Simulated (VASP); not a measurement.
Write the native input for VASP 6.6.1 that does the following.

```yaml
Task: single point
Functional: PBE
Potentials_or_basis: VASP PAW PBE potentials, release 64 (K_sv, F)
Cutoff: 520 eV
k_mesh: 8 × 8 × 8
Occupations: gaussian, width 0.05 eV
Spin: no spin polarisation
Dipole_correction: no
Further_INCAR_settings: ALGO = Normal; EDIFF = 1e-06; NBANDS = 15
```

The structure of KF lies in POSCAR:

```
KF
1.0
    0.0000000000      2.7105354767      2.6088903963
    2.7105354767      0.0000000000      2.6088903963
    2.7105354767      2.7105354767      0.0000000000
K F
1 1
Direct
    0.0000000000      0.0000000000      0.0000000000
    0.5000000000      0.5000000000      0.5000000000
```

This cell differs from its parent crystal: normal strain along x +0.0000, normal strain along z -0.0375.

One way to write it, as run:

INCAR

```
ALGO = Normal ; EDIFF = 1E-6
ENCUT = 520 ; GGA = PE
ISIF = 2 ; ISMEAR = 0
LASPH = T ; LCHARG = T
LELF = T ; LREAL = F
LVHAR = T ; LWAVE = F
NBANDS = 15 ; NELM = 60
PREC = Accurate ; SIGMA = 0.05
```

KPOINTS

```
k-points
0
Gamma
  8 8 8
```

Potentials or basis: VASP PAW PBE potentials, release 64 (K_sv, F).

Command:

```console
$ cat potpaw_PBE.64/K_sv/POTCAR potpaw_PBE.64/F/POTCAR > POTCAR
$ mpirun -np 1 vasp_std > vasp.out
```

It gave:

```yaml
Pressure: 1.4 GPa
Band_gap_on_the_k_mesh: 6.09 eV
```

Caveat: the cell differs from its parent crystal (normal strain along x +0.0000, normal strain along z -0.0375).

It took 14 s on 1 thread of AMD EPYC 9R45 96-Core Processor (Zen 5) (shared host), peak memory 0.15 GiB.
